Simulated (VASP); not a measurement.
# Ge (Fd-3m) in VASP: further runs

The runs below take Ge through single point, with BLYP.

Program: VASP 6.6.1. These are calculated values, not measurements. Logs are shortened: lines on timing, memory, paths and dates and some standing lists are left out, and cuts for length are marked.

## Step 1: The cell of the first run

It takes space group Fd-3m (No. 227, cubic). The conventional cell has a = 5.620 Å, b = 5.620 Å, c = 5.620 Å, α = 90.00°, β = 90.00°, γ = 90.00°. Within 3.2 Å of Ge (site symmetry -43m) lie 4 Ge at 2.43 Å.

## Step 2: Single point, BLYP, collinear spin (22.19 Å³/atom)

Contents of INCAR:

```
AGGAC    = 1.0          
AGGAX    = 1.0          
ALDAC    = 0.0          
ALDAX    = 1.0          
ALGO     = Normal         # electronic algorithm
EDIFF    = 1E-7           # SCF threshold, eV
ENCUT    = 520            # plane-wave cutoff, eV
GGA      = B5             # functional
ISIF     = 2              # what is computed and relaxed
ISMEAR   = 1              # smearing method
ISPIN    = 2              # spin polarisation
LASPH    = True           # aspherical terms in the spheres
LCHARG   = False          # write CHGCAR
LORBIT   = 11             # projections on sites
LREAL    = False          # projectors in reciprocal space
LWAVE    = False          # write WAVECAR
MAGMOM   = 0.5 -0.5       # initial moments
NBANDS   = 25             # bands
NELM     = 150            # most SCF steps
PREC     = Accurate       # precision mode
SIGMA    = 0.05           # smearing width, eV
```

Contents of KPOINTS:

```
k-points
0
Gamma
  8 8 8
```

Contents of POSCAR:

```
Ge
1.0
    0.0000000000      2.8099234548      2.8099234548
    2.8099234548      0.0000000000      2.8099234548
    2.8099234548      2.8099234548      0.0000000000
Ge
2
Direct
    0.7500000000      0.7500000000      0.7500000000
    0.5000000000      0.5000000000      0.5000000000
```

Potentials or basis: VASP PAW PBE potentials, release 64 (Ge_d).

Started as:

```console
> cat potpaw_PBE.64/Ge_d/POTCAR > POTCAR
> mpirun -np 1 vasp_std > vasp.out
```

OUTCAR:

```text
EDIFF = 1E-7
   ENCUT = 520
   GGA = B5
   ISIF = 2
   ISMEAR = 1
   ISPIN = 2
   LASPH = True
   LORBIT = 11
   LREAL = False
   NELM = 150
   PREC = Accurate

 ion  position               nearest neighbor table
   1  0.750  0.750  0.750-   2 2.43   2 2.43   2 2.43   2 2.43
   2  0.500  0.500  0.500-   1 2.43   1 2.43   1 2.43   1 2.43

  LATTYP: Found a face centered cubic cell.
 ALAT       =     5.6198469096

  Lattice vectors:

 A1 = (   0.0000000000,   2.8099234548,   2.8099234548)
 A2 = (   2.8099234548,   0.0000000000,   2.8099234548)
 A3 = (   2.8099234548,   2.8099234548,   0.0000000000)

Analysis of symmetry for initial positions (statically):
=====================================================================
 Subroutine PRICEL returns:
 Original cell was already a primitive cell.

 Routine SETGRP: Setting up the symmetry group for a
 face centered cubic supercell.

 Subroutine GETGRP returns: Found 48 space group operations
 (whereof 24 operations were pure point group operations)
 out of a pool of 48 trial point group operations.

The static configuration has the point symmetry T_d .
 The point group associated with its full space group is O_h .

Analysis of symmetry for dynamics (positions and initial velocities):
=====================================================================
 Subroutine PRICEL returns:
 Original cell was already a primitive cell.

 Routine SETGRP: Setting up the symmetry group for a
 face centered cubic supercell.

 Subroutine GETGRP returns: Found 48 space group operations
 (whereof 24 operations were pure point group operations)
 out of a pool of 48 trial point group operations.

The dynamic configuration has the point symmetry T_d .
 The point group associated with its full space group is O_h .

Analysis of structural, dynamic, and magnetic symmetry:
=====================================================================
 Subroutine PRICEL returns:
 Original cell was already a primitive cell.

 Routine SETGRP: Setting up the symmetry group for a
 face centered cubic supercell.

 Subroutine GETGRP returns: Found 48 space group operations
 (whereof 24 operations were pure point group operations)
 out of a pool of 48 trial point group operations.

The overall configuration has the point symmetry T_d .
 The point group associated with its full space group is O_h .

 Subroutine INISYM returns: Found 48 space group operations
 (whereof 24 operations are pure point group operations),
 and found     1 'primitive' translations

----------------------------------------------------------------------------------------

                                     Primitive cell

  volume of cell :      44.3725

  direct lattice vectors                    reciprocal lattice vectors
     0.000000000  2.809923455  2.809923455    -0.177940790  0.177940790  0.177940790
     2.809923455  0.000000000  2.809923455     0.177940790 -0.177940790  0.177940790
     2.809923455  2.809923455  0.000000000     0.177940790  0.177940790 -0.177940790

  length of vectors
     3.973831859  3.973831859  3.973831859     0.308202489  0.308202489  0.308202489

  position of ions in fractional coordinates (direct lattice)
     0.750000000  0.750000000  0.750000000
     0.500000000  0.500000000  0.500000000

  ion indices of the primitive-cell ions
   primitive index   ion index
                 1           1
                 2           2

----------------------------------------------------------------------------------------

 KPOINTS: k-points

Automatic generation of k-mesh.
 Grid dimensions read from file:
 generate k-points for:    8    8    8

 Generating k-lattice:

  Cartesian coordinates                     Fractional coordinates (reciprocal lattice)
    -0.022242599  0.022242599  0.022242599     0.125000000  0.000000000  0.000000000
     0.022242599 -0.022242599  0.022242599     0.000000000  0.125000000  0.000000000
     0.022242599  0.022242599 -0.022242599     0.000000000  0.000000000  0.125000000

  Length of vectors
     0.038525311  0.038525311  0.038525311

  Shift w.r.t. Gamma in fractional coordinates (k-lattice)
     0.000000000  0.000000000  0.000000000

 Subroutine IBZKPT returns following result:
 ===========================================

 Found     29 irreducible k-points:

 Following reciprocal coordinates:
            Coordinates               Weight
  0.000000  0.000000  0.000000      1.000000
  0.125000  0.000000  0.000000      8.000000
  0.250000  0.000000  0.000000      8.000000
  0.375000  0.000000  0.000000      8.000000
  0.500000  0.000000  0.000000      4.000000
  0.125000  0.125000  0.000000      6.000000
[... 16 lines left out ...]
  0.500000  0.250000  0.125000     48.000000
 -0.375000  0.250000  0.125000     24.000000
 [... further k-points ...]
   k-points           NKPTS =     29   k-points in BZ     NKDIM =     29   number of bands    NBANDS=     25
   number of dos      NEDOS =    301   number of ions     NIONS =      2
   total plane-waves  NPLWV =  27000
   dimension x,y,z NGX =    30 NGY =   30 NGZ =   30
   dimension x,y,z NGXF=    60 NGYF=   60 NGZF=   60
   ions per type =               2
   NGX,Y,Z   is equivalent  to a cutoff of  12.55, 12.55, 12.55 a.u.
   NGXF,Y,Z  is equivalent  to a cutoff of  25.10, 25.10, 25.10 a.u.
 SYSTEM =  unknown system
   PREC   = accura    normal or accurate (medium, high low for compatibility)
   ISTART =      0    job   : 0-new  1-cont  2-samecut
   ICHARG =      2    charge: 1-file 2-atom 10-const
   ISPIN  =      2    spin polarized calculation?
   LNONCOLLINEAR =      F non collinear calculations
   LSORBIT =      F    spin-orbit coupling
   LASPH  =      T    aspherical Exc in radial PAW
   ENCUT  =  520.0 eV  38.22 Ry    6.18 a.u.   7.39  7.39  7.39*2*pi/ulx,y,z
   NELM   =    150;   NELMIN=  2; NELMDL= -5     # of ELM steps
   EDIFF  = 0.1E-06   stopping-criterion for ELM
   LREAL  =      F    real-space projection
   EDIFFG = 0.1E-05   stopping-criterion for IOM
   NSW    =      0    number of steps for IOM
   IBRION =     -1    ionic relax: 0-MD 1-quasi-New 2-CG
   NFREE  =      0    steps in history (QN), initial steepest desc. (CG)
   ISIF   =      2    stress and relaxation
   ISYM   =      2    0-nonsym 1-usesym 2-fastsym
   POTIM  = 0.5000    time-step for ionic-motion
   TEBEG  =    0.0;   TEEND  =   0.0 temperature during run
   PSTRESS=    0.0 pullay stress
   NELECT =      28.0000    total number of electrons
   NUPDOWN=      -1.0000    fix difference up-down
   EMIN   =  10.00;   EMAX   =-10.00  energy-range for DOS
   EFERMI =   0.00;   METHOD = LEGACY
   ISMEAR =     1;   SIGMA  =   0.05  broadening in eV -4-tet -1-fermi 0-gaus
   EFERMI_NEDOS =   21; number of points for ismear=-14 and -15
   IALGO  =     38    algorithm
   IMIX   =      4    mixing-type and parameters
     AMIX     =   0.40;   BMIX     =  1.00
     AMIX_MAG =   1.60;   BMIX_MAG =  1.00
  volume/ion in A,a.u.               =      22.19       149.72
  Fermi-wavevector in a.u.,A,eV,Ry     =   1.404181  2.653517 26.826929  1.971724
  Thomas-Fermi vector in A             =   2.526768
   LORBIT       =     11    0 simple, 1 ext, 2 COOP (PROOUT), +10 PAW based schemes
   GGA     = B5    functional components
   LHFCALC =     F    Hartree Fock is set to
   AEXX    =    0.0000 exact exchange contribution
   IVDW    =     0    specifies the selected vdW correction
   LEPSILON=     F    determine dielectric tensor
   LRPA    =     F    only Hartree local field effects (RPA)
 spin polarized calculation
 Methfessel and Paxton  Order N= 1 SIGMA  =   0.05
  energy-cutoff  :      520.00
  volume of cell :       44.37
 maximum number of plane-waves:      1243
 NGX is ok and might be reduce to    30
   NGX = 15   NGY = 15   NGZ = 15

 number of electron      28.0000032 magnetization      -0.0000000

 number of electron      28.0000032 magnetization       0.0000000

 Free energy of the ion-electron system (eV)
  ---------------------------------------------------
  ext. energy  EPLUGINS =         0.00000000
  ---------------------------------------------------
  free energy    TOTEN  =        -7.50552766 eV

  energy without entropy =       -7.50544810  energy(sigma->0) =       -7.50550114

 E-fermi :   5.6378     XC(G=0):  -9.4460

 val. band max:        5.6273129229   @ k =   0.0000   0.0000   0.0000
 cond. band min:       5.8470737017   @ k =   0.5000   0.0000   0.0000
 fundamental gap:      0.2197607788
 Fermi energy:         5.6378338513

 spin component 1

 k-point     1 :       0.0000    0.0000    0.0000
  band No.  band energies     occupation
      1     -19.2121      1.00000
      2     -19.2121      1.00000
      3     -19.2121      1.00000
      4     -19.1726      1.00000
      5     -19.1726      1.00000
      6     -18.9497      1.00000
[... 17 lines left out ...]
     24      16.6759      0.00000
     25      19.9815      0.00000
[... 621 lines left out ...]
      3     -19.1608      1.00000
      4     -19.1064      1.00000
      5     -19.0918      1.00000
      6     -19.0342      1.00000
[... 17 lines left out ...]
     24      22.4521      0.00000
     25      23.7260      0.00000

 [... further k-points ...]

 spin component 2

 k-point     1 :       0.0000    0.0000    0.0000
  band No.  band energies     occupation
      1     -19.2121      1.00000
      2     -19.2121      1.00000
      3     -19.2121      1.00000
      4     -19.1726      1.00000
      5     -19.1726      1.00000
      6     -18.9497      1.00000
[... 17 lines left out ...]
     24      16.6759      0.00000
     25      19.9815      0.00000
[... 621 lines left out ...]
      3     -19.1608      1.00000
      4     -19.1064      1.00000
      5     -19.0918      1.00000
      6     -19.0342      1.00000
[... 17 lines left out ...]
     24      22.4521      0.00000
     25      23.7260      0.00000

 [... further k-points ...]
[... 5 lines left out ...]
  --------------------------------------------------------------------------------------
  -------------------------------------------------------------------------------------
  Total        2.5521151      2.5521151      2.5521151      0.0000000      0.0000000      0.0000000
  in kB       92.1504329     92.1504329     92.1504329      0.0000000      0.0000000      0.0000000
  external PRESSURE =      92.1504329 kB  Pullay stress =       0.0000000 kB

 VOLUME and BASIS-vectors are now :
 -----------------------------------------------------------------------------
  energy-cutoff  :      520.00
  volume of cell :       44.37
      direct lattice vectors                 reciprocal lattice vectors
     0.000000000  2.809923455  2.809923455    -0.177940790  0.177940790  0.177940790
     2.809923455  0.000000000  2.809923455     0.177940790 -0.177940790  0.177940790
     2.809923455  2.809923455  0.000000000     0.177940790  0.177940790 -0.177940790

 POSITION                                       TOTAL-FORCE (eV/Angst)
 -----------------------------------------------------------------------------------
      4.21489      4.21489      4.21489         0.000000      0.000000      0.000000
      2.80992      2.80992      2.80992        -0.000000     -0.000000     -0.000000
 -----------------------------------------------------------------------------------
    total drift:                                0.000000     -0.000000     -0.000000

  FREE ENERGIE OF THE ION-ELECTRON SYSTEM (eV)
  ---------------------------------------------------
  free  energy   TOTEN  =        -7.5055276621 eV

  energy  without entropy=       -7.5054481042  energy(sigma->0) =       -7.50550114

 total charge

# of ion       s       p       d       tot
------------------------------------------
    1        1.132   1.296  10.028  12.457
    2        1.132   1.296  10.028  12.457
--------------------------------------------------
tot          2.265   2.592  20.056  24.913

 magnetization (x)

# of ion       s       p       d       tot
------------------------------------------
    1        0.000   0.000   0.000   0.000
    2       -0.000  -0.000  -0.000  -0.000
--------------------------------------------------
tot          0.000   0.000   0.000   0.000
```

Wall time 2 min (1 thread of AMD EPYC 7R13, shared host); peak memory 0.18 GiB.

What came out:

```yaml
Free_energy: -7.5055 eV
Pressure: 9.2 GPa
Band_gap_on_the_k_mesh: 0.01 eV
Net_moment: 0.00 μB per cell
Valence_electrons_inside_the_program's_atomic_spheres: Ge 12.46
```

Levels at points of the mesh, in eV from the valence-band top:
Spin up:
| k point | band 11 | band 12 | band 13 | band 14 | band 15 | band 16 | band 17 | band 18 |
| --- | --- | --- | --- | --- | --- | --- | --- | --- |
| (0.00, 0.00, 0.00) | -12.93 | 0.00 | 0.00 | 0.00 | 0.01 | 2.59 | 2.59 | 2.59 |
| (0.50, 0.00, 0.00) | -10.83 | -7.68 | -1.43 | -1.43 | 0.23 | 3.83 | 3.83 | 7.40 |
| (0.50, 0.50, 0.00) | -9.01 | -9.01 | -3.11 | -3.11 | 0.87 | 0.87 | 9.58 | 9.58 |
Spin down:
| k point | band 11 | band 12 | band 13 | band 14 | band 15 | band 16 | band 17 | band 18 |
| --- | --- | --- | --- | --- | --- | --- | --- | --- |
| (0.00, 0.00, 0.00) | -12.93 | 0.00 | 0.00 | 0.00 | 0.01 | 2.59 | 2.59 | 2.59 |
| (0.50, 0.00, 0.00) | -10.83 | -7.68 | -1.43 | -1.43 | 0.23 | 3.83 | 3.83 | 7.40 |
| (0.50, 0.50, 0.00) | -9.01 | -9.01 | -3.11 | -3.11 | 0.87 | 0.87 | 9.58 | 9.58 |

Caveat: the cell stands under pressure; the smearing spreads over this small gap; semilocal functionals underestimate gaps, and a narrow one can read as zero; the PAW data sets were made with another functional, which shifts forces and pressure a little.

## Step 3: Single point, BLYP, collinear spin (22.64 Å³/atom)

This run uses another cell than the first one, of 22.64 Å³/atom.

Contents of INCAR:

```
SYSTEM = Ge
  PREC = Accurate
  ENCUT = 520
  EDIFF = 1E-7
  ISMEAR = 1
  SIGMA = 0.05
  LREAL = .FALSE.
  LASPH = .TRUE.
  NELM = 150
  ALGO = Normal
  ISIF = 2
  LWAVE = .FALSE.
  LCHARG = .FALSE.
  ISPIN = 2
  MAGMOM = 0.5 -0.5
  LORBIT = 11
  GGA = B5
  ALDAX = 1.0
  AGGAX = 1.0
  AGGAC = 1.0
  ALDAC = 0.0
  NBANDS = 25
```

Contents of KPOINTS:

```
Automatic mesh
0
G
  8 8 8
  0 0 0
```

Contents of POSCAR:

```
Ge
1.0
    0.0000000000      2.8289100000      2.8289100000
    2.8289100000      0.0000000000      2.8289100000
    2.8289100000      2.8289100000      0.0000000000
Ge
2
Direct
    0.7500000000      0.7500000000      0.7500000000
    0.5000000000      0.5000000000      0.5000000000
```

Potentials or basis: VASP PAW PBE potentials, release 64 (Ge_d).

Started as:

```console
> cat potpaw_PBE.64/Ge_d/POTCAR > POTCAR
> mpirun -np 1 vasp_std > vasp.out
```

Run time: 2.1 min. Hardware: 1 thread of AMD EPYC 7R13, shared host; peak memory 0.18 GiB.

Results (log left out):

- Free energy: -7.5531 eV
- Pressure: 7.5 GPa
- Band gap on the k mesh: zero (filled and empty bands touch)
- Net moment: 0.00 μB per cell
- Valence electrons inside the program's atomic spheres: Ge 12.43

Levels at points of the mesh, in eV from the Fermi level:
Spin up:
| k point | band 12 | band 13 | band 14 | band 15 | band 16 | band 17 |
| --- | --- | --- | --- | --- | --- | --- |
| (0.00, 0.00, 0.00) | -0.19 | -0.01 | -0.01 | -0.01 | 2.57 | 2.57 |
| (0.50, 0.00, 0.00) | -7.60 | -1.41 | -1.41 | 0.15 | 3.81 | 3.81 |
| (0.50, 0.50, 0.00) | -8.94 | -3.05 | -3.05 | 0.88 | 0.88 | 9.40 |
Spin down:
```tsv
k point	band 10	band 11	band 12	band 13	band 14	band 15	band 16	band 17	band 18	band 19
(0.00, 0.00, 0.00)	-24.55	-12.79	-0.19	-0.01	-0.01	-0.01	2.57	2.57	2.57	6.70
(0.50, 0.00, 0.00)	-24.52	-10.73	-7.60	-1.41	-1.41	0.15	3.81	3.81	7.38	10.72
(0.50, 0.50, 0.00)	-24.51	-8.94	-8.94	-3.05	-3.05	0.88	0.88	9.40	9.40	11.63
```

Caveat: the cell stands under pressure; semilocal functionals underestimate gaps, and a narrow one can read as zero; the PAW data sets were made with another functional, which shifts forces and pressure a little.

[end of part 1 of 2]

The gap in the log of VASP goes by the Fermi energy; the results here count the filled bands.